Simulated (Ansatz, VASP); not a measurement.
HC18F in VASP and in Ansatz

```
C F H
1.0
     7.39800    0.00000    0.00000
    -3.69900    6.40686    0.00000
     0.00000    0.00000   11.00000
C F H
18 1 1
Direct
  0.00395 0.00059 0.08331
  0.22798 0.11260 0.08326
  0.00644 0.33641 0.07779
  0.22690 0.44733 0.07828
  0.00644 0.66726 0.07779
  0.22690 0.77679 0.07827
  0.33870 0.00102 0.08287
  0.55742 0.10671 0.08617
  0.33870 0.33489 0.08289
  0.55744 0.44793 0.08620
  0.33533 0.66628 0.08429
  0.55922 0.77822 0.11358
  0.67223 0.00224 0.08724
  0.89196 0.11078 0.08237
  0.67147 0.33435 0.10738
  0.89909 0.44816 0.08264
  0.67224 0.66722 0.08726
  0.89196 0.77841 0.08238
  0.55881 0.77807 0.25876
  0.67163 0.33434 0.21000
```

Alike in both runs: functional PBE; k mesh 2 × 2 × 1; occupations gaussian, width 0.02 eV; no spin polarisation.

Ansatz relaxed the structure, and its values are those at the end. VASP's run is a single point on that final structure, the one shown.

|  | VASP | Ansatz |
| --- | --- | --- |
| version | VASP 6.6.1 | Ansatz 0.2.0 |
| potentials or method | VASP PAW PBE potentials, release 64 (C, F, H), cutoff 520 eV | scalar-relativistic, plane waves, PAW |
| valence electrons in the cell | 80 | 80 |

|  | VASP | Ansatz | Ansatz less VASP |
| --- | --- | --- | --- |
| rms of the force components (eV/Å) | 0.018 | 0.003 | -0.0156 |

The k mesh is coarse, so the values compare programs but aren't converged.
